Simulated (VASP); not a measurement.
# Li (R-3m) in VASP: further runs

Li is run at these levels: PBEsol; tasks: single point.

All numbers are computed with VASP 6.6.1; they aren't measurements. Logs are shortened: lines on timing, memory, paths and dates and some standing lists are left out, and cuts for length are marked.

**1. The cell of the first run**

It takes space group R-3m (No. 166, trigonal). The conventional cell has a = 3.008 Å, b = 3.008 Å, c = 22.765 Å, α = 90.00°, β = 90.00°, γ = 120.00°. Within 4.0 Å of Li (site symmetry -3m) lie 12 Li at 3.01 to 3.07 Å. Within 4.0 Å of Li (site symmetry 3m) lie 12 Li at 3.01 to 3.07 Å.

**2. Single point, PBEsol (equal xx and yy strain of -3 %)**

The input, INCAR:

```
PREC     = Accurate       # precision mode
ENCUT    = 520            # plane-wave cutoff, eV
EDIFF    = 1E-7           # SCF threshold, eV
ISMEAR   = -1             # smearing method
SIGMA    = 0.05           # smearing width, eV
LREAL    = F              # projectors in reciprocal space
LASPH    = T              # aspherical terms in the spheres
NELM     = 80             # most SCF steps
ALGO     = Normal         # electronic algorithm
ISIF     = 2              # what is computed and relaxed
LWAVE    = F              # write WAVECAR
LCHARG   = T              # write CHGCAR
GGA      = PS             # functional
LELF     = T              # ELF
LVHAR    = T            
NBANDS   = 12             # bands
```

The input, KPOINTS:

```
Automatic mesh
0
Gamma
  12 12 12
```

The input, POSCAR:

```
Li
1.0
    1.5039839967      0.8683255653      7.5883000000
   -1.5039839967      0.8683255653      7.5883000000
    0.0000000000     -1.7366511308      7.5883000000
Li
3
Direct
    0.0000000000      0.0000000000      0.0000000000
    0.2220000000      0.2220000000      0.2220000000
    0.7780000000      0.7780000000      0.7780000000
```

Potentials or basis: VASP PAW PBE potentials, release 64 (Li_sv).

On the command line:

```
$ cat potpaw_PBE.64/Li_sv/POTCAR > POTCAR
$ mpirun -np 1 vasp_std > vasp.out
```

OUTCAR:

```text
PREC = Accurate
   ENCUT = 520
   EDIFF = 1E-7
   ISMEAR = -1
   LREAL = F
   LASPH = T
   NELM = 80
   ISIF = 2
   GGA = PS

 ion  position               nearest neighbor table
   1  0.000  0.000  0.000-
   2  0.222  0.222  0.222-
   3  0.778  0.778  0.778-

  LATTYP: Found a trigonal (rhomboedric) cell.
 ALAT       =     7.7844880397
 COS(alpha) =     0.9253454444

  Lattice vectors:

 A1 = (   1.5039839967,   0.8683255653,   7.5883000000)
 A2 = (  -1.5039839967,   0.8683255653,   7.5883000000)
 A3 = (   0.0000000000,  -1.7366511308,   7.5883000000)

Analysis of symmetry for initial positions (statically):
=====================================================================
 Subroutine PRICEL returns:
 Original cell was already a primitive cell.

 Routine SETGRP: Setting up the symmetry group for a
 trigonal (rhombohedral) supercell.

 Subroutine GETGRP returns: Found 12 space group operations
 (whereof 12 operations were pure point group operations)
 out of a pool of 12 trial point group operations.

The static configuration has the point symmetry D_3d.

Analysis of symmetry for dynamics (positions and initial velocities):
=====================================================================
 Subroutine PRICEL returns:
 Original cell was already a primitive cell.

 Routine SETGRP: Setting up the symmetry group for a
 trigonal (rhombohedral) supercell.

 Subroutine GETGRP returns: Found 12 space group operations
 (whereof 12 operations were pure point group operations)
 out of a pool of 12 trial point group operations.

The dynamic configuration has the point symmetry D_3d.

 Subroutine INISYM returns: Found 12 space group operations
 (whereof 12 operations are pure point group operations),
 and found     1 'primitive' translations

----------------------------------------------------------------------------------------

                                     Primitive cell

  volume of cell :      59.4595

  direct lattice vectors                    reciprocal lattice vectors
     1.503983997  0.868325565  7.588300000     0.332450346  0.191940297  0.043927274
    -1.503983997  0.868325565  7.588300000    -0.332450346  0.191940297  0.043927274
     0.000000000 -1.736651131  7.588300000     0.000000000 -0.383880593  0.043927274

  length of vectors
     7.784488040  7.784488040  7.784488040     0.386385708  0.386385708  0.386385708

  position of ions in fractional coordinates (direct lattice)
     0.000000000  0.000000000  0.000000000
     0.222000000  0.222000000  0.222000000
     0.778000000  0.778000000  0.778000000

  ion indices of the primitive-cell ions
   primitive index   ion index
                 1           1
                 2           2
                 3           3

----------------------------------------------------------------------------------------

 KPOINTS: Automatic mesh

Automatic generation of k-mesh.
 Grid dimensions read from file:
 generate k-points for:   12   12   12

 Generating k-lattice:

  Cartesian coordinates                     Fractional coordinates (reciprocal lattice)
     0.027704195  0.015995025  0.003660606     0.083333333 -0.000000000 -0.000000000
    -0.027704195  0.015995025  0.003660606    -0.000000000  0.083333333 -0.000000000
     0.000000000 -0.031990049  0.003660606     0.000000000  0.000000000  0.083333333

  Length of vectors
     0.032198809  0.032198809  0.032198809

  Shift w.r.t. Gamma in fractional coordinates (k-lattice)
     0.000000000  0.000000000  0.000000000

 Subroutine IBZKPT returns following result:
 ===========================================

 Found    189 irreducible k-points:

 Following reciprocal coordinates:
            Coordinates               Weight
  0.000000  0.000000  0.000000      1.000000
  0.083333  0.000000  0.000000      6.000000
  0.166667 -0.000000  0.000000      6.000000
  0.250000  0.000000  0.000000      6.000000
  0.333333 -0.000000 -0.000000      6.000000
  0.416667 -0.000000  0.000000      6.000000
[... 16 lines left out ...]
  0.500000  0.166667  0.000000     12.000000
 -0.416667  0.166667  0.000000     12.000000
 [... further k-points ...]
   k-points           NKPTS =    189   k-points in BZ     NKDIM =    189   number of bands    NBANDS=     12
   number of dos      NEDOS =    301   number of ions     NIONS =      3
   total plane-waves  NPLWV = 216000
   dimension x,y,z NGX =    60 NGY =   60 NGZ =   60
   dimension x,y,z NGXF=   120 NGYF=  120 NGZF=  120
   ions per type =               3
   NGX,Y,Z   is equivalent  to a cutoff of  12.81, 12.81, 12.81 a.u.
   NGXF,Y,Z  is equivalent  to a cutoff of  25.63, 25.63, 25.63 a.u.
 SYSTEM =  unknown system
   PREC   = accura    normal or accurate (medium, high low for compatibility)
   ISTART =      0    job   : 0-new  1-cont  2-samecut
   ICHARG =      2    charge: 1-file 2-atom 10-const
   ISPIN  =      1    spin polarized calculation?
   LNONCOLLINEAR =      F non collinear calculations
   LSORBIT =      F    spin-orbit coupling
   LASPH  =      T    aspherical Exc in radial PAW
   ENCUT  =  520.0 eV  38.22 Ry    6.18 a.u.  14.47 14.47 14.47*2*pi/ulx,y,z
   NELM   =     80;   NELMIN=  2; NELMDL= -5     # of ELM steps
   EDIFF  = 0.1E-06   stopping-criterion for ELM
   LREAL  =      F    real-space projection
   EDIFFG = 0.1E-05   stopping-criterion for IOM
   NSW    =      0    number of steps for IOM
   IBRION =     -1    ionic relax: 0-MD 1-quasi-New 2-CG
   NFREE  =      0    steps in history (QN), initial steepest desc. (CG)
   ISIF   =      2    stress and relaxation
   ISYM   =      2    0-nonsym 1-usesym 2-fastsym
   POTIM  = 0.5000    time-step for ionic-motion
   TEBEG  =    0.0;   TEEND  =   0.0 temperature during run
   PSTRESS=    0.0 pullay stress
   NELECT =       9.0000    total number of electrons
   NUPDOWN=      -1.0000    fix difference up-down
   EMIN   =  10.00;   EMAX   =-10.00  energy-range for DOS
   EFERMI =   0.00;   METHOD = LEGACY
   ISMEAR =    -1;   SIGMA  =   0.05  broadening in eV -4-tet -1-fermi 0-gaus
   EFERMI_NEDOS =   21; number of points for ismear=-14 and -15
   IALGO  =     38    algorithm
   IMIX   =      4    mixing-type and parameters
     AMIX     =   0.40;   BMIX     =  1.00
     AMIX_MAG =   1.60;   BMIX_MAG =  1.00
  volume/ion in A,a.u.               =      19.82       133.75
  Fermi-wavevector in a.u.,A,eV,Ry     =   0.872466  1.648722 10.356712  0.761197
  Thomas-Fermi vector in A             =   1.991719
   LORBIT       =      0    0 simple, 1 ext, 2 COOP (PROOUT), +10 PAW based schemes
   GGA     = PS    functional components
   LHFCALC =     F    Hartree Fock is set to
   AEXX    =    0.0000 exact exchange contribution
   IVDW    =     0    specifies the selected vdW correction
   LEPSILON=     F    determine dielectric tensor
   LRPA    =     F    only Hartree local field effects (RPA)
 non-spin polarized calculation
  energy-cutoff  :      520.00
  volume of cell :       59.46
 maximum number of plane-waves:      1632
 NGX is ok and might be reduce to    60
   NGX = 29   NGY = 29   NGZ = 29

 number of electron       9.0000011 magnetization

 Free energy of the ion-electron system (eV)
  ---------------------------------------------------
  ext. energy  EPLUGINS =         0.00000000
  ---------------------------------------------------
  free energy    TOTEN  =        -5.90504412 eV

  energy without entropy =       -5.89266190  energy(sigma->0) =       -5.89885301

 E-fermi :   0.6622     XC(G=0):  -7.0727

 val. band max:        0.6557264170   @ k =  -0.2500   0.5000   0.2500
 cond. band min:       0.6769763104   @ k =   0.5000   0.0000   0.0000
 fundamental gap:      0.0212498934
 Fermi energy:         0.6621992496

 k-point     1 :       0.0000    0.0000    0.0000
  band No.  band energies     occupation
      1     -45.1884      2.00000
      2     -45.1746      2.00000
      3     -45.1696      2.00000
      4      -2.8940      2.00000
      5      -1.0039      2.00000
      6      -1.0033      2.00000
      7       6.1083      0.00000
      8       6.1357      0.00000
      9      14.0554      0.00000
     10      14.0554      0.00000
     11      14.1853      0.00000
     12      14.1853      0.00000

 k-point     2 :       0.0833    0.0000    0.0000
  band No.  band energies     occupation
      1     -45.1871      2.00000
      2     -45.1737      2.00000
      3     -45.1687      2.00000
      4      -2.7792      2.00000
      5      -0.9815      2.00000
      6      -0.7788      2.00000
      7       5.9627      0.00000
      8       6.4220      0.00000
      9      12.7254      0.00000
     10      13.2239      0.00000
     11      13.4860      0.00000
     12      13.6840      0.00000

 k-point     3 :       0.1667   -0.0000    0.0000
  band No.  band energies     occupation
      1     -45.1835      2.00000
      2     -45.1712      2.00000
      3     -45.1662      2.00000
      4      -2.4344      2.00000
      5      -0.7198      2.00000
      6      -0.3050      2.00000
      7       5.9104      0.00000
      8       6.8518      0.00000
      9      10.5435      0.00000
     10      11.5092      0.00000
     11      12.1409      0.00000
     12      12.6095      0.00000
[... 286 lines left out ...]
 k-point    23 :       0.5000    0.1667    0.0000
  band No.  band energies     occupation
      1     -45.1688      2.00000
      2     -45.1601      2.00000
      3     -45.1572      2.00000
      4       0.3423      1.99668
      5       1.3783      0.00000
      6       2.6380      0.00000
      7       4.3458      0.00000
      8       5.4243      0.00000
      9       6.0912      0.00000
     10       6.8449      0.00000
     11       8.1061      0.00000
     12       9.4553      0.00000

 k-point    24 :      -0.4167    0.1667    0.0000
  band No.  band energies     occupation
      1     -45.1677      2.00000
      2     -45.1588      2.00000
      3     -45.1568      2.00000
      4       1.1240      0.00019
      5       1.9397      0.00000
      6       2.2069      0.00000
      7       4.4702      0.00000
      8       4.6926      0.00000
      9       5.2834      0.00000
     10       7.2513      0.00000
     11       7.8676      0.00000
     12       9.3044      0.00000

 [... further k-points ...]

------------------------ aborting loop because EDIFF is reached ----------------------------------------

  FORCE on cell =-STRESS in cart. coord.  units (eV):
  Direction    XX          YY          ZZ          XY          YZ          ZX
  --------------------------------------------------------------------------------------
  -------------------------------------------------------------------------------------
  Total        0.1888329      0.1888329     -0.1793217      0.0000000      0.0000000      0.0000000
  in kB        5.0882300      5.0882300     -4.8319435      0.0000000      0.0000000      0.0000000
  external PRESSURE =       1.7815055 kB  Pullay stress =       0.0000000 kB

 VOLUME and BASIS-vectors are now :
 -----------------------------------------------------------------------------
  energy-cutoff  :      520.00
  volume of cell :       59.46
      direct lattice vectors                 reciprocal lattice vectors
     1.503983997  0.868325565  7.588300000     0.332450346  0.191940297  0.043927274
    -1.503983997  0.868325565  7.588300000    -0.332450346  0.191940297  0.043927274
     0.000000000 -1.736651131  7.588300000     0.000000000 -0.383880593  0.043927274

 POSITION                                       TOTAL-FORCE (eV/Angst)
 -----------------------------------------------------------------------------------
      0.00000      0.00000      0.00000         0.000000      0.000000      0.000000
      0.00000     -0.00000      5.05381         0.000000     -0.000000      0.010198
      0.00000     -0.00000     17.71109         0.000000      0.000000     -0.010198
 -----------------------------------------------------------------------------------
    total drift:                               -0.000000     -0.000000      0.000000

  FREE ENERGIE OF THE ION-ELECTRON SYSTEM (eV)
  ---------------------------------------------------
  free  energy   TOTEN  =        -5.9050441238 eV

  energy  without entropy=       -5.8926619001  energy(sigma->0) =       -5.89885301
```

Wall time 11 min (1 thread of Intel Xeon Platinum 8259CL at 2.50GHz (Skylake/Cascade Lake), shared host); peak memory 0.5 GiB.

Results:

```yaml
Free_energy: -5.9050 eV
Largest_force: 0.010 eV/Å
Band_gap_on_the_k_mesh: zero (an odd number of electrons rules out a gap without spin polarisation)
```

Forces in eV/Å, atoms in the order of the input:
```
Li   0.000  0.000  0.000
Li   0.000  0.000  0.010
Li   0.000  0.000 -0.010
```

Caveat: the cell differs from its parent crystal (equal xx and yy strain of -3 %); the cutoff is under 1.25 times the usual one of these potentials, so pressure, stress and relaxed cells hold a basis-set (Pulay) error; the PAW data sets were made with another functional, which shifts forces and pressure a little.

**3. Single point, PBEsol (equal xx and yy strain of -1 %)**

The input, INCAR:

```
PREC = Accurate
ENCUT = 520
EDIFF = 1E-7
ISMEAR = -1
SIGMA = 0.05
LREAL = F
LASPH = T
NELM = 100
ALGO = Normal
ISIF = 2
LWAVE = F
LCHARG = F
GGA = PS
NBANDS = 12
```

The input, KPOINTS:

```
regular mesh
0
Gamma
  12 12 12
```

The input, POSCAR:

```
Li
1.0
    1.5349939760      0.8862291852      7.5883000000
   -1.5349939760      0.8862291852      7.5883000000
    0.0000000000     -1.7724583706      7.5883000000
Li
3
Direct
    0.0000000000      0.0000000000      0.0000000000
    0.2220000000      0.2220000000      0.2220000000
    0.7780000000      0.7780000000      0.7780000000
```

Potentials or basis: VASP PAW PBE potentials, release 64 (Li_sv).

On the command line:

```
$ cat potpaw_PBE.64/Li_sv/POTCAR > POTCAR
$ mpirun -np 1 vasp_std > vasp.out
```

Run time: 11 min. Hardware: 1 thread of Intel Xeon Platinum 8259CL at 2.50GHz (Skylake/Cascade Lake), shared host; peak memory 0.5 GiB.

Results (log left out):

```
Free energy            : -5.9095 eV
Largest force          : 0.009 eV/Å
Band gap on the k mesh : zero (an odd number of electrons rules out a gap without spin polarisation)
```

Forces on the atoms (eV/Å):
```
Li   0.000  0.000  0.000
Li   0.000  0.000  0.009
Li   0.000  0.000 -0.009
```

Levels at points of the mesh, in eV from the Fermi level:
```tsv
k point	band 3	band 4	band 5	band 6	band 7	band 8
(0.00, 0.00, 0.00)	-45.91	-3.51	-1.59	-1.59	5.52	5.54
(0.50, 0.00, 0.00)	-45.90	-0.02	0.85	1.06	3.72	3.84
(0.50, 0.50, 0.00)	-45.90	0.27	0.36	1.19	3.22	4.39
(0.50, 0.50, 0.50)	-45.90	-3.02	-3.02	-0.04	2.82	10.23
```

Caveat: the cell differs from its parent crystal (equal xx and yy strain of -1 %); the cutoff is under 1.25 times the usual one of these potentials, so pressure, stress and relaxed cells hold a basis-set (Pulay) error; the PAW data sets were made with another functional, which shifts forces and pressure a little.

**4. Single point, PBEsol (equal xx and yy strain of +2 %)**

The input, INCAR:

```
SYSTEM = Li
  PREC = Accurate
  ENCUT = 520
  EDIFF = 1E-6
  ISMEAR = -1
  SIGMA = 0.05
  LREAL = .FALSE.
  LASPH = .TRUE.
  NELM = 60
  ALGO = Normal
  ISIF = 2
  LWAVE = .FALSE.
  LCHARG = .TRUE.
  GGA = PS
  LELF = .TRUE.
  LVHAR = .TRUE.
  NBANDS = 12
```

The input, KPOINTS:

```
regular mesh
0
G
  12 12 12
  0 0 0
```

The input, POSCAR:

```
Li
1.0
    1.5815089450      0.9130846151      7.5883000000
   -1.5815089450      0.9130846151      7.5883000000
    0.0000000000     -1.8261692303      7.5883000000
Li
3
Direct
    0.0000000000      0.0000000000      0.0000000000
    0.2220000000      0.2220000000      0.2220000000
    0.7780000000      0.7780000000      0.7780000000
```

On the command line:

```
$ cat potpaw_PBE.64/Li_sv/POTCAR > POTCAR
$ mpirun -np 1 vasp_std > vasp.out
```

It took 8.8 min on 1 thread of Intel Xeon Platinum 8259CL at 2.50GHz (Skylake/Cascade Lake), shared host; peak memory 0.5 GiB.

Results (log left out):

| Property | Result |
| --- | --- |
| Free energy | -5.8966 eV |
| Largest force | 0.009 eV/Å |
| Band gap on the k mesh | zero (an odd number of electrons rules out a gap without spin polarisation) |

Forces in eV/Å, atoms in the order of the input:
```
Li   0.000  0.000  0.000
Li   0.000  0.000  0.009
Li   0.000  0.000 -0.009
```

Levels at points of the mesh, in eV from the Fermi level:
```csv
k point,band 3,band 4,band 5,band 6,band 7,band 8
"(0.00, 0.00, 0.00)",-46.02,-3.43,-1.48,-1.48,5.62,5.65
"(0.50, 0.00, 0.00)",-46.01,-0.06,0.76,1.02,3.50,3.65
"(0.50, 0.50, 0.00)",-46.01,0.22,0.32,1.08,2.97,4.23
"(0.50, 0.50, 0.50)",-46.01,-2.94,-2.94,0.14,2.87,10.34
```

Caveat: the cell differs from its parent crystal (equal xx and yy strain of +2 %); the cutoff is under 1.25 times the usual one of these potentials, so pressure, stress and relaxed cells hold a basis-set (Pulay) error; the PAW data sets were made with another functional, which shifts forces and pressure a little.

**5. The runs side by side**

| cell | gap on the mesh (eV) | largest force (eV/Å) |
| --- | --- | --- |
| a = 7.784 Å, angles 22.3°, 3 atoms | none | 0.01 |
| a = 7.793 Å, angles 22.7°, 3 atoms | none | 0.01 |
| a = 7.805 Å, angles 23.4°, 3 atoms | none | 0.01 |

Alike in all rows: task single point; level PBEsol; potentials or basis VASP PAW PBE potentials, release 64 (Li_sv); no spin polarisation; k mesh 12 × 12 × 12; cutoff (eV) 520; smearing fermi-dirac 0.05 eV.

Caveats: the cutoff is under 1.25 times the usual one of these potentials, so pressure, stress and relaxed cells hold a basis-set (Pulay) error; the PAW data sets were made with another functional, which shifts forces and pressure a little.

Total energies depend on the potentials used, so only differences within one code and one set of settings carry meaning.
